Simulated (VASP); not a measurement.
# WCS in VASP: notebook

Runs on WCS. Level: PBE. Tasks: single point.

All numbers are computed with VASP 6.6.1; they aren't measurements. Logs are shortened: lines on timing, memory, paths and dates and some standing lists are left out, and cuts for length are marked.

## 1. The cell of the first run

The cell holds a sheet with vacuum, 3 atoms: a = 2.971 Å, b = 2.971 Å, c = 17.000 Å, α = 90.00°, β = 90.00°, γ = 120.00°.

## 2. Single point, PBE

INCAR

```
SYSTEM = WCS
ALGO = Normal
DIPOL = 0.5 0.5 0.503
EDIFF = 1E-6
ENCUT = 520
GGA = PE
IDIPOL = 3
ISIF = 2
ISMEAR = 0
LASPH = .True.
LCHARG = .False.
LDIPOL = .True.
LREAL = .False.
LWAVE = .False.
NBANDS = 19
NELM = 60
PREC = Accurate
SIGMA = 0.1
```

KPOINTS

```
k-points
0
Gamma
  6 6 1
  0 0 0
```

POSCAR

```
WCS
1.0
    2.9710989000      0.0000000000      0.0000000000
   -1.4855489800      2.5730470400      0.0000000000
    0.0000000000      0.0000000000     17.0000000000
W C S
1 1 1
Direct
    0.0000000000      0.0000000000      0.5091295000
    0.3333333300      0.6666666700      0.5818339900
    0.3333333300      0.6666666700      0.4181660100
```

Potentials or basis: VASP PAW PBE potentials, release 64 (W_sv, C, S).

On the command line:

```
> cat potpaw_PBE.64/W_sv/POTCAR potpaw_PBE.64/C/POTCAR potpaw_PBE.64/S/POTCAR > POTCAR
> mpirun -np 1 vasp_std > vasp.out
```

OUTCAR:

```text
SYSTEM = WCS
   EDIFF = 1E-6
   ENCUT = 520
   GGA = PE
   ISIF = 2
   ISMEAR = 0
   LASPH = .True.
   LREAL = .False.
   NELM = 60
   PREC = Accurate

 ion  position               nearest neighbor table
   1  0.000  0.000  0.509-   2 2.11   2 2.11   2 2.11   3 2.31   3 2.31   3 2.31
   2  0.333  0.667  0.582-   1 2.11   1 2.11   1 2.11
   3  0.333  0.667  0.418-   1 2.31   1 2.31   1 2.31

  LATTYP: Found a hexagonal cell.
 ALAT       =     2.9710989000
 C/A-ratio  =     5.7217886621

  Lattice vectors:

 A1 = (   2.9710989000,   0.0000000000,   0.0000000000)
 A2 = (  -1.4855489800,   2.5730470400,   0.0000000000)
 A3 = (   0.0000000000,   0.0000000000,  17.0000000000)

Analysis of symmetry for initial positions (statically):
=====================================================================
 Subroutine PRICEL returns:
 Original cell was already a primitive cell.

 Routine SETGRP: Setting up the symmetry group for a
 hexagonal supercell.

 Subroutine GETGRP returns: Found  6 space group operations
 (whereof  6 operations were pure point group operations)
 out of a pool of 24 trial point group operations.

The static configuration has the point symmetry C_3v.

Analysis of symmetry for dynamics (positions and initial velocities):
=====================================================================
 Subroutine PRICEL returns:
 Original cell was already a primitive cell.

 Routine SETGRP: Setting up the symmetry group for a
 hexagonal supercell.

 Subroutine GETGRP returns: Found  6 space group operations
 (whereof  6 operations were pure point group operations)
 out of a pool of 24 trial point group operations.

The dynamic configuration has the point symmetry C_3v.

 Subroutine INISYM returns: Found  6 space group operations
 (whereof  6 operations are pure point group operations),
 and found     1 'primitive' translations

----------------------------------------------------------------------------------------

                                     Primitive cell

  volume of cell :     129.9612

  direct lattice vectors                    reciprocal lattice vectors
     2.971098900  0.000000000  0.000000000     0.336575804  0.194322076  0.000000000
    -1.485548980  2.573047040  0.000000000     0.000000000  0.388644274  0.000000000
[... 73 lines left out ...]
   IBRION =     -1    ionic relax: 0-MD 1-quasi-New 2-CG
   NFREE  =      0    steps in history (QN), initial steepest desc. (CG)
   ISIF   =      2    stress and relaxation
   ISYM   =      2    0-nonsym 1-usesym 2-fastsym
   POTIM  = 0.5000    time-step for ionic-motion
   TEBEG  =    0.0;   TEEND  =   0.0 temperature during run
   PSTRESS=    0.0 pullay stress
   NELECT =      24.0000    total number of electrons
   NUPDOWN=      -1.0000    fix difference up-down
   EMIN   =  10.00;   EMAX   =-10.00  energy-range for DOS
   EFERMI =   0.00;   METHOD = LEGACY
   ISMEAR =     0;   SIGMA  =   0.10  broadening in eV -4-tet -1-fermi 0-gaus
   EFERMI_NEDOS =   21; number of points for ismear=-14 and -15
   IALGO  =     38    algorithm
   IMIX   =      4    mixing-type and parameters
     AMIX     =   0.40;   BMIX     =  1.00
     AMIX_MAG =   1.60;   BMIX_MAG =  1.00
  volume/ion in A,a.u.               =      43.32       292.34
  Fermi-wavevector in a.u.,A,eV,Ry     =   0.932268  1.761731 11.825138  0.869123
  Thomas-Fermi vector in A             =   2.058848
   LORBIT       =      0    0 simple, 1 ext, 2 COOP (PROOUT), +10 PAW based schemes
   GGA     = PE    functional components
   LHFCALC =     F    Hartree Fock is set to
   AEXX    =    0.0000 exact exchange contribution
   IVDW    =     0    specifies the selected vdW correction
   LEPSILON=     F    determine dielectric tensor
   LRPA    =     F    only Hartree local field effects (RPA)
 non-spin polarized calculation
 Gauss-broadening in eV      SIGMA  =   0.10
  energy-cutoff  :      520.00
  volume of cell :      129.96
 maximum number of plane-waves:      3567
 NGX is ok and might be reduce to    24

 dipolmoment           0.000000      0.000000     -0.060298 electrons x Angstroem

 number of electron      24.0000001 magnetization

 dipolmoment           0.000000      0.000000      0.021278 electrons x Angstroem

 Free energy of the ion-electron system (eV)
  ---------------------------------------------------
  ext. energy  EPLUGINS =         0.00000000
  ---------------------------------------------------
  free energy    TOTEN  =       -24.34681813 eV

  energy without entropy =      -24.34676491  energy(sigma->0) =      -24.34679152

 E-fermi :  -1.4980     XC(G=0):  -4.3524

 val. band max:       -1.7251140883   @ k =   0.5000   0.0000   0.0000
 cond. band min:      -1.2792384707   @ k =   0.3333   0.3333   0.0000
 fundamental gap:      0.4458756177
 Fermi energy:        -1.4979930259

 k-point     1 :       0.0000    0.0000    0.0000
  band No.  band energies     occupation
      1     -75.2947      2.00000
      2     -39.6501      2.00000
      3     -39.3424      2.00000
      4     -39.3424      2.00000
      5     -16.9144      2.00000
      6     -12.4516      2.00000
[... 131 lines left out ...]
      6     -10.9883      2.00000
[... 11 lines left out ...]
     18       6.5110      0.00000
     19       8.7576      0.00000

------------------------ aborting loop because EDIFF is reached ----------------------------------------

 vacuum level on the upper side and lower side of the slab       (xc-potential included)         0.123        -0.420

  FORCE on cell =-STRESS in cart. coord.  units (eV):
  Direction    XX          YY          ZZ          XY          YZ          ZX
  --------------------------------------------------------------------------------------
  -------------------------------------------------------------------------------------
  Total        6.9084103      6.9084098      1.4619441      0.0000013      0.0000000     -0.0000000
  in kB       85.1677055     85.1676999     18.0230208      0.0000156      0.0000000     -0.0000000
  external PRESSURE =      62.7861420 kB  Pullay stress =       0.0000000 kB

 VOLUME and BASIS-vectors are now :
 -----------------------------------------------------------------------------
  energy-cutoff  :      520.00
  volume of cell :      129.96
      direct lattice vectors                 reciprocal lattice vectors
     2.971098900  0.000000000  0.000000000     0.336575804  0.194322076  0.000000000
    -1.485548980  2.573047040  0.000000000     0.000000000  0.388644274  0.000000000
     0.000000000  0.000000000 17.000000000     0.000000000  0.000000000  0.058823529

 POSITION                                       TOTAL-FORCE (eV/Angst)
 -----------------------------------------------------------------------------------
      0.00000      0.00000      8.65520        -0.000000      0.000000      6.937335
      0.00000      1.71536      9.89118        -0.000000     -0.000000     -3.321821
      0.00000      1.71536      7.10882         0.000000      0.000000     -3.615514
 -----------------------------------------------------------------------------------
    total drift:                                0.000011     -0.000006     -0.000040

  FREE ENERGIE OF THE ION-ELECTRON SYSTEM (eV)
  ---------------------------------------------------
  free  energy   TOTEN  =       -24.3468181318 eV

  energy  without entropy=      -24.3467649108  energy(sigma->0) =      -24.34679152

 vacuum level on the upper side and lower side of the slab         4.469         3.964
```

OSZICAR:

```text
N       E                     dE             d eps       ncg     rms          rms(c)
DAV:   1     0.174211549416E+03    0.17421E+03   -0.13391E+04   322   0.107E+03
DAV:   2    -0.162692099802E+02   -0.19048E+03   -0.18713E+03   343   0.273E+02
DAV:   3    -0.267894586044E+02   -0.10520E+02   -0.10367E+02   377   0.631E+01
[... 16 lines left out ...]
DAV:  20    -0.243468033510E+02   -0.60825E-04   -0.83792E-06   312   0.123E-02    0.406E-03
DAV:  21    -0.243468088725E+02   -0.55215E-05   -0.38704E-07   323   0.363E-03    0.354E-03
DAV:  22    -0.243468157135E+02   -0.68410E-05   -0.61584E-07   272   0.400E-03    0.732E-04
DAV:  23    -0.243468172495E+02   -0.15360E-05   -0.67635E-08   272   0.136E-03    0.534E-04
DAV:  24    -0.243468181318E+02   -0.88231E-06   -0.22270E-08   245   0.629E-04
   1 F= -.24346818E+02 E0= -.24346792E+02  d E =-.532210E-04
```

Wall time 77 s (1 thread of Intel Xeon 8259CL, shared host); peak memory 0.22 GiB.

Results:

| Item | Value |
| --- | --- |
| Free energy | -24.3468 eV |
| Largest force | 6.937 eV/Å |
| Band gap on the k mesh | 0.45 eV (least direct gap 0.73 eV) |

Forces in eV/Å, atoms in the order of the input:
```
W    0.000  0.000  6.937
C    0.000  0.000 -3.322
S    0.000  0.000 -3.616
```

Levels at points of the mesh, in eV from the valence-band top:
```tsv
k point	band 9	band 10	band 11	band 12	band 13	band 14	band 15	band 16
(0.00, 0.00, 0.00)	-2.91	-1.66	-0.98	-0.98	2.12	4.06	4.06	5.29
(0.50, 0.00, 0.00)	-3.19	-2.71	-1.51	0.00	1.06	4.14	4.42	5.50
```

Caveat: spin-orbit coupling is left out, which moves the levels of the heavy elements.

## 3. Single point, PBE

This run uses another cell than the first one.

INCAR

```
SYSTEM = WCS
  PREC = Accurate
  ENCUT = 520
  EDIFF = 1E-6
  ISMEAR = 0
  SIGMA = 0.02
  LREAL = .False.
  LASPH = .True.
  NELM = 100
  ALGO = Normal
  ISIF = 2
  LWAVE = .False.
  LCHARG = .True.
  LDIPOL = .True.
  IDIPOL = 3
  DIPOL = 0.5 0.5 0.291
  GGA = PE
  LELF = .True.
  LVHAR = .True.
  LVACPOTAV = .True.
  NBANDS = 19
```

KPOINTS

```
regular mesh
0
Gamma
  12 12 1
  0 0 0
```

POSCAR

```
WCS
1.0
    3.1702073285     -0.0000002895      0.0000000000
   -1.5851034135      2.7454802265      0.0000000000
    0.0000000000      0.0000000000     29.3647113200
W C S
1 1 1
Direct
    0.0000000000      0.0000000000      0.2995175437
    0.3333333333      0.6666666667      0.3307465683
    0.3333333333      0.6666666667      0.2434104567
```

Potentials or basis: VASP PAW PBE potentials, release 64 (W_sv, C, S).

On the command line:

```
> cat potpaw_PBE.64/W_sv/POTCAR potpaw_PBE.64/C/POTCAR potpaw_PBE.64/S/POTCAR > POTCAR
> mpirun -np 1 vasp_std > vasp.out
```

It took 5.3 min on 1 thread of Intel Xeon 8259CL, shared host; peak memory 0.37 GiB.

Results (log left out):

| Property | Result |
| --- | --- |
| Free energy | -25.4364 eV |
| Largest force | 0.061 eV/Å |
| Band gap on the k mesh | 0.59 eV (least direct gap 0.61 eV) |

Forces on the atoms (eV/Å):
```
W    0.000  0.000 -0.055
C    0.000  0.000  0.061
S    0.000  0.000 -0.006
```

Levels at points of the mesh, in eV from the valence-band top:
| k point | band 8 | band 9 | band 10 | band 11 | band 12 | band 13 | band 14 | band 15 | band 16 | band 17 |
| --- | --- | --- | --- | --- | --- | --- | --- | --- | --- | --- |
| (0.00, 0.00, 0.00) | -3.81 | -3.81 | -1.67 | -1.26 | -1.26 | 2.96 | 2.96 | 4.09 | 5.10 | 5.68 |
| (0.50, 0.00, 0.00) | -4.78 | -3.08 | -2.33 | -1.16 | -1.09 | 2.09 | 2.94 | 3.01 | 4.38 | 6.28 |

Caveat: spin-orbit coupling is left out, which moves the levels of the heavy elements.

## 4. Single point, PBE

This run uses another cell than the first one: it holds 6 atoms, not 3.

INCAR

```
PREC = Accurate
ENCUT = 520
EDIFF = 1E-6
ISMEAR = 0
SIGMA = 0.1
LREAL = False
LASPH = True
NELM = 80
ALGO = Normal
ISIF = 2
LWAVE = False
LCHARG = True
LDIPOL = True
IDIPOL = 3
DIPOL = 0.5 0.5 0.291
GGA = PE
LELF = True
LVHAR = True
LVACPOTAV = True
NBANDS = 33
```

KPOINTS

```
regular mesh
0
Gamma
  6 6 1
```

POSCAR

```
WCS
1.0
    6.3404146570     -0.0000005790      0.0000000000
   -1.5851034135      2.7454802265      0.0000000000
    0.0000000000      0.0000000000     29.3647113200
W C S
2 2 2
Direct
    0.0000000000      0.0000000000      0.2995175437
    0.5000000000      0.0000000000      0.2995175437
    0.1666666667      0.6666666667      0.3307465683
    0.6666666667      0.6666666667      0.3307465683
    0.1666666667      0.6666666667      0.2434104567
    0.6666666667      0.6666666667      0.2434104567
```

On the command line:

```
> cat potpaw_PBE.64/W_sv/POTCAR potpaw_PBE.64/C/POTCAR potpaw_PBE.64/S/POTCAR > POTCAR
> mpirun -np 1 vasp_std > vasp.out
```

Wall time 17 min (1 thread of Intel Xeon 8259CL, shared host); peak memory 0.69 GiB.

Results (log left out):

| Item | Value |
| --- | --- |
| Free energy | -50.8807 eV |
| Largest force | 0.063 eV/Å |
| Band gap on the k mesh | 0.59 eV |

Forces on the atoms (eV/Å):
```
W   -0.040 -0.023 -0.021
W   -0.040 -0.023 -0.021
C    0.049  0.029  0.027
C    0.049  0.029  0.027
S   -0.010 -0.006 -0.006
S   -0.010 -0.006 -0.006
```

Levels at points of the mesh, in eV from the valence-band top:
| k point | band 20 | band 21 | band 22 | band 23 | band 24 | band 25 | band 26 | band 27 | band 28 | band 29 |
| --- | --- | --- | --- | --- | --- | --- | --- | --- | --- | --- |
| (0.00, 0.00, 0.00) | -1.67 | -1.27 | -1.26 | -1.16 | -1.09 | 2.09 | 2.94 | 2.96 | 2.96 | 3.01 |
| (0.50, 0.00, 0.00) | -2.38 | -2.12 | -2.12 | -1.30 | -1.30 | 1.90 | 1.90 | 3.11 | 3.11 | 3.55 |
| (0.00, 0.50, 0.00) | -2.34 | -1.16 | -1.16 | -1.09 | -1.09 | 2.08 | 2.08 | 2.94 | 2.94 | 3.01 |
| (0.50, 0.50, 0.00) | -3.04 | -1.58 | -1.58 | -0.26 | -0.26 | 0.83 | 0.83 | 2.75 | 2.75 | 3.50 |

Caveat: spin-orbit coupling is left out, which moves the levels of the heavy elements.

## 5. Single point, PBE

This run uses another cell than the first one: it holds 6 atoms, not 3.

INCAR

```
PREC = Accurate
ENCUT = 520
EDIFF = 1E-6
ISMEAR = 0
SIGMA = 0.1
LREAL = F
LASPH = T
NELM = 80
ALGO = Normal
ISIF = 2
LWAVE = F
LCHARG = F
LDIPOL = T
IDIPOL = 3
DIPOL = 0.5 0.5 0.291
GGA = PE
NBANDS = 33
```

KPOINTS

```
Automatic mesh
0
Gamma
  6 6 1
```

POSCAR

```
WCS
1.0
    6.3452798736      0.0079069471      0.0000000000
   -1.5828712350      2.7419897157      0.0000000000
    0.0000000000      0.0000000000     29.3647113200
W C S
2 2 2
Direct
   -0.0002557264     -0.0003212082      0.2995399193
    0.4996879361     -0.0002694592      0.2995457871
    0.1673913558      0.6673782791      0.3307050431
    0.6673966865      0.6674673786      0.3306936421
    0.1662401088      0.6661905652      0.2434289011
    0.6662063060      0.6662211111      0.2434358446
```

On the command line:

```
> cat potpaw_PBE.64/W_sv/POTCAR potpaw_PBE.64/C/POTCAR potpaw_PBE.64/S/POTCAR > POTCAR
> mpirun -np 1 vasp_std > vasp.out
```

Wall time 9.7 min (1 thread of Intel Xeon 8259CL, shared host); peak memory 0.71 GiB.

Results (log left out):

```yaml
Free_energy: -50.8810 eV
Largest_force: 0.059 eV/Å
Band_gap_on_the_k_mesh: 0.59 eV
```

Forces in eV/Å, atoms in the order of the input:
```
W   -0.004  0.004 -0.052
W    0.002  0.001 -0.055
C    0.000 -0.003  0.058
C    0.002 -0.001  0.059
S    0.000 -0.001 -0.006
S    0.001  0.000 -0.005
```

Levels at points of the mesh, in eV from the valence-band top:
| k point | band 21 | band 22 | band 23 | band 24 | band 25 | band 26 | band 27 | band 28 |
| --- | --- | --- | --- | --- | --- | --- | --- | --- |
| (0.00, 0.00, 0.00) | -1.28 | -1.25 | -1.15 | -1.07 | 2.08 | 2.92 | 2.95 | 2.97 |
| (0.50, 0.00, 0.00) | -2.11 | -2.10 | -1.29 | -1.29 | 1.89 | 1.89 | 3.13 | 3.13 |
| (0.00, 0.50, 0.00) | -1.15 | -1.15 | -1.10 | -1.10 | 2.10 | 2.10 | 2.94 | 2.94 |
| (0.50, 0.50, 0.00) | -1.60 | -1.60 | -0.25 | -0.25 | 0.85 | 0.85 | 2.77 | 2.77 |

Caveat: spin-orbit coupling is left out, which moves the levels of the heavy elements.

## 6. Overview

```tsv
cell	k mesh	smearing	gap on the mesh (eV)	largest force (eV/Å)
a = 2.971, b = 2.971, c = 17.000 Å, angles 90.0, 90.0, 120.0°, 3 atoms, atomic positions A	6 × 6 × 1	gaussian 0.1 eV	0.45	6.94
a = 3.170, b = 3.170, c = 29.365 Å, angles 90.0, 90.0, 120.0°, 3 atoms, atomic positions B	12 × 12 × 1	gaussian 0.02 eV	0.59	0.06
a = 6.340, b = 3.170, c = 29.365 Å, angles 90.0, 90.0, 120.0°, 6 atoms, atomic positions C	6 × 6 × 1	gaussian 0.1 eV	0.59	0.06
a = 6.345, b = 3.166, c = 29.365 Å, angles 90.0, 90.0, 119.9°, 6 atoms, atomic positions C	6 × 6 × 1	gaussian 0.1 eV	0.59	0.06
```

Alike in all rows: task single point; level PBE; potentials or basis VASP PAW PBE potentials, release 64 (W_sv, C, S); no spin polarisation; cutoff (eV) 520.

Caveats: spin-orbit coupling is left out, which moves the levels of the heavy elements.

Total energies depend on the potentials used, so only differences within one code and one set of settings carry meaning.
